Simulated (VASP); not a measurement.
# LaO6 (Pm-3m) in VASP: further runs

LaO6 is run at these levels: PBE; tasks: single point, relaxation of cell and atoms.

All numbers are computed with VASP 6.6.1; they aren't measurements. Logs are shortened: lines on timing, memory, paths and dates and some standing lists are left out, and cuts for length are marked.

## 1. The cell of the first run

Symmetry: Pm-3m, No. 221, cubic system. Conventional cell: a = 4.693 Å, b = 4.693 Å, c = 4.693 Å, α = 90.00°, β = 90.00°, γ = 90.00°. La (site symmetry m-3m) has 24 O at 3.38 Å within 4.4 Å. O (site symmetry 4mm) has 1 O at 1.32 Å within 1.8 Å.

The cell was built from a structure type or drawn by symmetry, and may not be a known phase.

## 2. Single point, PBE

The input, INCAR:

```
SYSTEM = LaO6
ALGO = Normal ; EDIFF = 1E-6
ENCUT = 910 ; GGA = PE
GGA_COMPAT = .FALSE. ; ISIF = 2
ISMEAR = 0 ; LASPH = .TRUE.
LCHARG = .FALSE. ; LMAXMIX = 6
LREAL = .FALSE. ; LWAVE = .FALSE.
NBANDS = 32 ; NELM = 200
PREC = Accurate ; SIGMA = 0.1
```

The input, KPOINTS:

```
k-points
0
G
  8 8 8
  0 0 0
```

The input, POSCAR:

```
LaO6
1.0
    4.6930219053      0.0000000000      0.0000000000
    0.0000000000      4.6930219053      0.0000000000
    0.0000000000      0.0000000000      4.6930219053
La O
1 6
Direct
    0.0000000000      0.0000000000      0.0000000000
    0.8595631389      0.5000000000      0.5000000000
    0.1404368611      0.5000000000      0.5000000000
    0.5000000000      0.5000000000      0.8595631389
    0.5000000000      0.5000000000      0.1404368611
    0.5000000000      0.1404368611      0.5000000000
    0.5000000000      0.8595631389      0.5000000000
```

Potentials or basis: VASP PAW PBE potentials, release 64 (La, O_h).

Run with:

```
cat potpaw_PBE.64/La/POTCAR potpaw_PBE.64/O_h/POTCAR > POTCAR
mpirun -np 1 vasp_std > vasp.out
```

OUTCAR:

```text
SYSTEM = LaO6
   EDIFF = 1E-6
   ENCUT = 910
   GGA = PE
   ISIF = 2
   ISMEAR = 0
   LASPH = .TRUE.
   LREAL = .FALSE.
   NELM = 200
   PREC = Accurate

 ion  position               nearest neighbor table
   1  0.000  0.000  0.000-
   2  0.860  0.500  0.500-   3 1.32
   3  0.140  0.500  0.500-   2 1.32
   4  0.500  0.500  0.860-   5 1.32
   5  0.500  0.500  0.140-   4 1.32
   6  0.500  0.140  0.500-   7 1.32
   7  0.500  0.860  0.500-   6 1.32

  LATTYP: Found a simple cubic cell.
 ALAT       =     4.6930219053

  Lattice vectors:

 A1 = (   4.6930219053,   0.0000000000,   0.0000000000)
 A2 = (   0.0000000000,   4.6930219053,   0.0000000000)
 A3 = (   0.0000000000,   0.0000000000,   4.6930219053)

Analysis of symmetry for initial positions (statically):
=====================================================================
 Subroutine PRICEL returns:
 Original cell was already a primitive cell.

 Routine SETGRP: Setting up the symmetry group for a
 simple cubic supercell.

 Subroutine GETGRP returns: Found 48 space group operations
 (whereof 48 operations were pure point group operations)
 out of a pool of 48 trial point group operations.

The static configuration has the point symmetry O_h .

Analysis of symmetry for dynamics (positions and initial velocities):
=====================================================================
 Subroutine PRICEL returns:
 Original cell was already a primitive cell.

 Routine SETGRP: Setting up the symmetry group for a
 simple cubic supercell.

 Subroutine GETGRP returns: Found 48 space group operations
 (whereof 48 operations were pure point group operations)
 out of a pool of 48 trial point group operations.

The dynamic configuration has the point symmetry O_h .

 Subroutine INISYM returns: Found 48 space group operations
 (whereof 48 operations are pure point group operations),
 and found     1 'primitive' translations

----------------------------------------------------------------------------------------

                                     Primitive cell

  volume of cell :     103.3612

  direct lattice vectors                    reciprocal lattice vectors
     4.693021905  0.000000000  0.000000000     0.213082321  0.000000000  0.000000000
     0.000000000  4.693021905  0.000000000     0.000000000  0.213082321  0.000000000
     0.000000000  0.000000000  4.693021905     0.000000000  0.000000000  0.213082321

  length of vectors
     4.693021905  4.693021905  4.693021905     0.213082321  0.213082321  0.213082321

  position of ions in fractional coordinates (direct lattice)
     0.000000000  0.000000000  0.000000000
     0.859563139  0.500000000  0.500000000
     0.140436861  0.500000000  0.500000000
     0.500000000  0.500000000  0.859563139
     0.500000000  0.500000000  0.140436861
     0.500000000  0.140436861  0.500000000
     0.500000000  0.859563139  0.500000000

  ion indices of the primitive-cell ions
   primitive index   ion index
                 1           1
                 2           2
                 3           3
                 4           4
                 5           5
                 6           6
                 7           7

----------------------------------------------------------------------------------------

 KPOINTS: k-points

Automatic generation of k-mesh.
 Grid dimensions read from file:
 generate k-points for:    8    8    8

 Generating k-lattice:

  Cartesian coordinates                     Fractional coordinates (reciprocal lattice)
     0.026635290  0.000000000  0.000000000     0.125000000  0.000000000  0.000000000
     0.000000000  0.026635290  0.000000000     0.000000000  0.125000000  0.000000000
     0.000000000  0.000000000  0.026635290     0.000000000  0.000000000  0.125000000

  Length of vectors
     0.026635290  0.026635290  0.026635290

  Shift w.r.t. Gamma in fractional coordinates (k-lattice)
     0.000000000  0.000000000  0.000000000

 Subroutine IBZKPT returns following result:
 ===========================================

 Found     35 irreducible k-points:

 Following reciprocal coordinates:
            Coordinates               Weight
  0.000000  0.000000  0.000000      1.000000
  0.125000  0.000000  0.000000      6.000000
  0.250000  0.000000  0.000000      6.000000
  0.375000  0.000000  0.000000      6.000000
  0.500000  0.000000  0.000000      3.000000
  0.125000  0.125000  0.000000     12.000000
[... 16 lines left out ...]
  0.375000  0.375000  0.125000     24.000000
  0.500000  0.375000  0.125000     24.000000
 [... further k-points ...]
   k-points           NKPTS =     35   k-points in BZ     NKDIM =     35   number of bands    NBANDS=     32
   number of dos      NEDOS =    301   number of ions     NIONS =      7
   total plane-waves  NPLWV = 110592
   dimension x,y,z NGX =    48 NGY =   48 NGZ =   48
   dimension x,y,z NGXF=    96 NGYF=   96 NGZF=   96
   ions per type =               1   6
   NGX,Y,Z   is equivalent  to a cutoff of  17.00, 17.00, 17.00 a.u.
   NGXF,Y,Z  is equivalent  to a cutoff of  34.01, 34.01, 34.01 a.u.
 SYSTEM =  LaO6
   PREC   = accura    normal or accurate (medium, high low for compatibility)
   ISTART =      0    job   : 0-new  1-cont  2-samecut
   ICHARG =      2    charge: 1-file 2-atom 10-const
   ISPIN  =      1    spin polarized calculation?
   LNONCOLLINEAR =      F non collinear calculations
   LSORBIT =      F    spin-orbit coupling
   LASPH  =      T    aspherical Exc in radial PAW
   ENCUT  =  910.0 eV  66.88 Ry    8.18 a.u.  11.54 11.54 11.54*2*pi/ulx,y,z
   NELM   =    200;   NELMIN=  2; NELMDL= -5     # of ELM steps
   EDIFF  = 0.1E-05   stopping-criterion for ELM
   LREAL  =      F    real-space projection
   EDIFFG = 0.1E-04   stopping-criterion for IOM
   NSW    =      0    number of steps for IOM
   IBRION =     -1    ionic relax: 0-MD 1-quasi-New 2-CG
   NFREE  =      0    steps in history (QN), initial steepest desc. (CG)
   ISIF   =      2    stress and relaxation
   ISYM   =      2    0-nonsym 1-usesym 2-fastsym
   POTIM  = 0.5000    time-step for ionic-motion
   TEBEG  =    0.0;   TEEND  =   0.0 temperature during run
   PSTRESS=    0.0 pullay stress
   NELECT =      47.0000    total number of electrons
   NUPDOWN=      -1.0000    fix difference up-down
   EMIN   =  10.00;   EMAX   =-10.00  energy-range for DOS
   EFERMI =   0.00;   METHOD = LEGACY
   ISMEAR =     0;   SIGMA  =   0.10  broadening in eV -4-tet -1-fermi 0-gaus
   EFERMI_NEDOS =   21; number of points for ismear=-14 and -15
   IALGO  =     38    algorithm
   IMIX   =      4    mixing-type and parameters
     AMIX     =   0.40;   BMIX     =  1.00
     AMIX_MAG =   1.60;   BMIX_MAG =  1.00
  volume/ion in A,a.u.               =      14.77        99.65
  Fermi-wavevector in a.u.,A,eV,Ry     =   1.258891  2.378959 21.562609  1.584807
  Thomas-Fermi vector in A             =   2.392478
   LORBIT       =      0    0 simple, 1 ext, 2 COOP (PROOUT), +10 PAW based schemes
   GGA     = PE    functional components
   LHFCALC =     F    Hartree Fock is set to
   AEXX    =    0.0000 exact exchange contribution
   IVDW    =     0    specifies the selected vdW correction
   LEPSILON=     F    determine dielectric tensor
   LRPA    =     F    only Hartree local field effects (RPA)
 non-spin polarized calculation
 Gauss-broadening in eV      SIGMA  =   0.10
  energy-cutoff  :      910.00
  volume of cell :      103.36
 maximum number of plane-waves:      6488
 NGX is ok and might be reduce to    48
   NGX = 23   NGY = 23   NGZ = 23

 number of electron      47.0000008 magnetization

 Free energy of the ion-electron system (eV)
  ---------------------------------------------------
  ext. energy  EPLUGINS =         0.00000000
  ---------------------------------------------------
  free energy    TOTEN  =       -35.03970613 eV

  energy without entropy =      -35.00543984  energy(sigma->0) =      -35.02257299

 E-fermi :   5.2462     XC(G=0):  -9.3373

 val. band max:        5.2299763695   @ k =   0.3750   0.1250   0.1250
 cond. band min:       5.2509041314   @ k =   0.3750   0.2500   0.0000
 fundamental gap:      0.0209277620
 Fermi energy:         5.2461907888

 k-point     1 :       0.0000    0.0000    0.0000
  band No.  band energies     occupation
      1     -29.7841      2.00000
      2     -19.5683      2.00000
      3     -19.0081      2.00000
      4     -19.0081      2.00000
      5     -13.4021      2.00000
      6     -13.4021      2.00000
[... 24 lines left out ...]
     31       5.5944      0.00000
     32       5.7923      0.00000

 k-point     2 :       0.1250    0.0000    0.0000
  band No.  band energies     occupation
      1     -29.7836      2.00000
      2     -19.5523      2.00000
      3     -19.0281      2.00000
      4     -19.0077      2.00000
      5     -13.4040      2.00000
      6     -13.4001      2.00000
[... 24 lines left out ...]
     31       5.5990      0.00000
     32       6.0069      0.00000

 k-point     3 :       0.2500    0.0000    0.0000
  band No.  band energies     occupation
      1     -29.7823      2.00000
      2     -19.5076      2.00000
      3     -19.0824      2.00000
      4     -19.0069      2.00000
      5     -13.4087      2.00000
      6     -13.3954      2.00000
[... 24 lines left out ...]
     31       5.6742      0.00000
     32       5.8004      0.00000

 k-point     4 :       0.3750    0.0000    0.0000
  band No.  band energies     occupation
      1     -29.7810      2.00000
      2     -19.4478      2.00000
      3     -19.1519      2.00000
      4     -19.0061      2.00000
      5     -13.4135      2.00000
      6     -13.3906      2.00000
[... 654 lines left out ...]
     31       5.6256      0.00000
     32       5.7259      0.00000

 k-point    23 :       0.3750    0.3750    0.1250
  band No.  band energies     occupation
      1     -29.7777      2.00000
      2     -19.3174      2.00000
      3     -19.1698      2.00000
      4     -19.1149      2.00000
      5     -13.4322      2.00000
      6     -13.4257      2.00000
[... 24 lines left out ...]
     31       5.5919      0.00000
     32       5.6260      0.00000

 k-point    24 :       0.5000    0.3750    0.1250
  band No.  band energies     occupation
      1     -29.7772      2.00000
      2     -19.2753      2.00000
      3     -19.1958      2.00000
      4     -19.1305      2.00000
      5     -13.4352      2.00000
      6     -13.4311      2.00000
[... 24 lines left out ...]
     31       5.5838      0.00000
     32       5.6243      0.00000

 [... further k-points ...]

------------------------ aborting loop because EDIFF is reached ----------------------------------------

  FORCE on cell =-STRESS in cart. coord.  units (eV):
  Direction    XX          YY          ZZ          XY          YZ          ZX
  --------------------------------------------------------------------------------------
  -------------------------------------------------------------------------------------
  Total       -0.3131186     -0.3131186     -0.3131186      0.0000000      0.0000000     -0.0000000
  in kB       -4.8535752     -4.8535752     -4.8535752      0.0000000      0.0000000     -0.0000000
  external PRESSURE =      -4.8535752 kB  Pullay stress =       0.0000000 kB

 VOLUME and BASIS-vectors are now :
 -----------------------------------------------------------------------------
  energy-cutoff  :      910.00
  volume of cell :      103.36
      direct lattice vectors                 reciprocal lattice vectors
     4.693021905  0.000000000  0.000000000     0.213082321  0.000000000  0.000000000
     0.000000000  4.693021905  0.000000000     0.000000000  0.213082321  0.000000000
     0.000000000  0.000000000  4.693021905     0.000000000  0.000000000  0.213082321

 POSITION                                       TOTAL-FORCE (eV/Angst)
 -----------------------------------------------------------------------------------
      0.00000      0.00000      0.00000         0.000000      0.000000      0.000000
      4.03395      2.34651      2.34651        -0.008343     -0.000000     -0.000000
      0.65907      2.34651      2.34651         0.008343      0.000000      0.000000
      2.34651      2.34651      4.03395         0.000000      0.000000     -0.008343
      2.34651      2.34651      0.65907        -0.000000     -0.000000      0.008343
      2.34651      0.65907      2.34651         0.000000      0.008343      0.000000
      2.34651      4.03395      2.34651        -0.000000     -0.008343     -0.000000
 -----------------------------------------------------------------------------------
    total drift:                                0.000000      0.000000     -0.000000

  FREE ENERGIE OF THE ION-ELECTRON SYSTEM (eV)
  ---------------------------------------------------
  free  energy   TOTEN  =       -35.0397061291 eV

  energy  without entropy=      -35.0054398418  energy(sigma->0) =      -35.02257299
```

Wall time 6.4 min (1 thread of AMD EPYC 9R45 (Zen 5), shared host); peak memory 0.48 GiB.

Results:

| Quantity | Value |
| --- | --- |
| Free energy | -35.0397 eV |
| Pressure | -0.5 GPa |
| Largest force | 0.008 eV/Å |
| Band gap on the k mesh | zero (an odd number of electrons rules out a gap without spin polarisation) |

Forces in eV/Å, atoms in the order of the input:
```
La   0.000  0.000  0.000
O   -0.008  0.000  0.000
O    0.008  0.000  0.000
O    0.000  0.000 -0.008
O    0.000  0.000  0.008
O    0.000  0.008  0.000
O    0.000 -0.008  0.000
```

Caveat: the cutoff is under 1.25 times the usual one of these potentials, so pressure, stress and relaxed cells hold a basis-set (Pulay) error; spin-orbit coupling is left out, which moves the levels of the heavy elements; an odd number of electrons without spin polarisation forces a metal; a magnetic or distorted state may lie lower.

## 3. Single point, PBE

This run uses another cell than the first one, of 11.38 Å³/atom.

The input, INCAR:

```
SYSTEM = LaO6
PREC = Accurate
ENCUT = 520
EDIFF = 1E-6
ISMEAR = 0
SIGMA = 0.1
LREAL = .False.
LASPH = .True.
NELM = 100
ALGO = Normal
ISIF = 2
LWAVE = .False.
LCHARG = .True.
GGA = PE
LELF = .True.
LVHAR = .True.
NBANDS = 32
```

The input, KPOINTS:

```
regular mesh
0
Gamma
  4 4 4
  0 0 0
```

The input, POSCAR:

```
LaO6
1.0
    4.3024586900      0.0000000000      0.0000000000
    0.0000000000      4.3024586900      0.0000000000
    0.0000000000      0.0000000000      4.3024586900
La O
1 6
Direct
    0.0000000000      0.0000000000      0.0000000000
    0.7998858100      0.5000000000      0.5000000000
    0.2001141900      0.5000000000      0.5000000000
    0.5000000000      0.5000000000      0.7998858100
    0.5000000000      0.5000000000      0.2001141900
    0.5000000000      0.2001141900      0.5000000000
    0.5000000000      0.7998858100      0.5000000000
```

Potentials or basis: VASP PAW PBE potentials, release 64 (La, O).

Run with:

```
cat potpaw_PBE.64/La/POTCAR potpaw_PBE.64/O/POTCAR > POTCAR
mpirun -np 1 vasp_std > vasp.out
```

Wall time 47 s (1 thread of Intel Xeon 8259CL, shared host); peak memory 0.19 GiB.

Results (log left out):

```
Free energy            : -25.9343 eV
Pressure               : 35.9 GPa
Largest force          : 7.925 eV/Å
Band gap on the k mesh : zero (an odd number of electrons rules out a gap without spin polarisation)
```

Forces on the atoms (eV/Å):
```
La   0.000  0.000  0.000
O    7.925  0.000  0.000
O   -7.925  0.000  0.000
O    0.000  0.000  7.925
O    0.000  0.000 -7.925
O    0.000 -7.925  0.000
O    0.000  7.925  0.000
```

Levels at points of the mesh, in eV from the Fermi level:
```tsv
k point	band 19	band 20	band 21	band 22	band 23	band 24	band 25	band 26	band 27	band 28
(0.00, 0.00, 0.00)	-4.08	-4.08	-2.27	-2.27	0.08	0.08	0.53	0.53	0.53	0.66
(0.50, 0.00, 0.00)	-3.28	-2.35	-2.35	-2.24	0.01	0.01	0.47	0.62	0.70	0.70
(0.50, 0.50, 0.00)	-3.52	-1.49	-1.49	-1.05	-1.05	0.01	0.01	0.58	0.58	0.61
(0.50, 0.50, 0.50)	-1.56	-1.56	-1.45	-1.45	-1.45	-1.24	-1.24	-1.24	0.54	0.54
```

Caveat: the k points lie up to 0.37 Å⁻¹ apart, too coarse for converged energies and pressures of a metal; spin-orbit coupling is left out, which moves the levels of the heavy elements; an odd number of electrons without spin polarisation forces a metal; a magnetic or distorted state may lie lower.

## 4. Single point, PBE

This run uses another cell than the first one, of 14.65 Å³/atom.

The input, INCAR:

```
PREC = Accurate ; ENCUT = 520
EDIFF = 1E-7 ; ISMEAR = 0
SIGMA = 0.1 ; LREAL = False
LASPH = True ; NELM = 80
ALGO = Normal ; ISIF = 2
LWAVE = False ; LCHARG = True
GGA = PE ; LELF = True
LVHAR = True ; NBANDS = 32
```

The input, KPOINTS:

```
regular mesh
0
Gamma
  4 4 4
```

The input, POSCAR:

```
LaO6
1.0
    4.6810083876      0.0000000000      0.0000000000
    0.0000000000      4.6810083876      0.0000000000
    0.0000000000      0.0000000000      4.6810083876
La O
1 6
Direct
    0.0000000000      0.0000000000      0.0000000000
    0.8591982914      0.5000000000      0.5000000000
    0.1408017086      0.5000000000      0.5000000000
    0.5000000000      0.5000000000      0.8591982914
    0.5000000000      0.5000000000      0.1408017086
    0.5000000000      0.1408017086      0.5000000000
    0.5000000000      0.8591982914      0.5000000000
```

Run with:

```
cat potpaw_PBE.64/La/POTCAR potpaw_PBE.64/O/POTCAR > POTCAR
mpirun -np 1 vasp_std > vasp.out
```

Wall time 2.8 min (1 thread of Intel Xeon 8259CL, shared host); peak memory 0.22 GiB.

The run converged. Its results:

```yaml
Free_energy: -34.8265 eV
Pressure: 0.9 GPa
Largest_force: 0.515 eV/Å
Band_gap_on_the_k_mesh: zero (an odd number of electrons rules out a gap without spin polarisation)
```

Forces in eV/Å, atoms in the order of the input:
```
La   0.000  0.000  0.000
O   -0.515  0.000  0.000
O    0.515  0.000  0.000
O    0.000  0.000 -0.515
O    0.000  0.000  0.515
O    0.000  0.515  0.000
O    0.000 -0.515  0.000
```

Levels at points of the mesh, in eV from the Fermi level:
```tsv
k point	band 22	band 23	band 24	band 25	band 26	band 27
(0.00, 0.00, 0.00)	-2.26	-0.18	-0.18	0.25	0.29	0.29
(0.50, 0.00, 0.00)	-0.68	-0.45	-0.45	0.16	0.23	0.30
(0.50, 0.50, 0.00)	-0.54	-0.46	-0.46	-0.18	0.25	0.25
(0.50, 0.50, 0.50)	-1.04	-0.22	-0.22	-0.22	0.21	0.21
```

Caveat: spin-orbit coupling is left out, which moves the levels of the heavy elements; an odd number of electrons without spin polarisation forces a metal; a magnetic or distorted state may lie lower.

(Continued in part 2 of 2.)
